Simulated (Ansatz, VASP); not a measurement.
## Au: VASP beside Ansatz

```xyz
1
Lattice="0.0000 2.0455 2.1069 2.0455 0.0000 2.1069 2.0455 2.0455 0.0000" Properties=species:S:1:pos:R:3 pbc="T T T"
Au    0.0000    0.0000    0.0000
```

Change from the starting cell: strain +0.000 along x and y, +0.030 along z, atoms carried along.

Alike in both runs: task single point; functional LDA; k mesh 20 × 20 × 20; occupations gaussian, width 0.15 eV; no spin polarisation.

```csv
,VASP,Ansatz
version,VASP 6.6.1,Ansatz 0.2.0
potentials or method,"VASP PAW LDA potentials, release 64 (Au), cutoff 520 eV","scalar-relativistic, plane waves, PAW"
valence electrons in the cell,11,19
```

Ansatz gave:

```
gap on the k mesh at the Fermi level (eV)                     : none
pressure (GPa)                                                : -9.9
traceless stress, the component that is largest in VASP (GPa) : -0.51
```

Question: Estimate VASP's values.

Answer: gap on the k mesh at the Fermi level (eV): none; pressure (GPa): -9.5; traceless stress, the component that is largest in VASP (GPa): -0.54.

LDA's correlation is that of Perdew and Zunger in VASP and of Perdew and Wang (1992) in Ansatz. A gap of «none» marks a metal or a gap that the smearing closes. VASP's potentials hold 11 valence electrons a cell and Ansatz's 19, so a difference there can come from the potentials and not from the codes.

Spin-orbit coupling is off throughout.
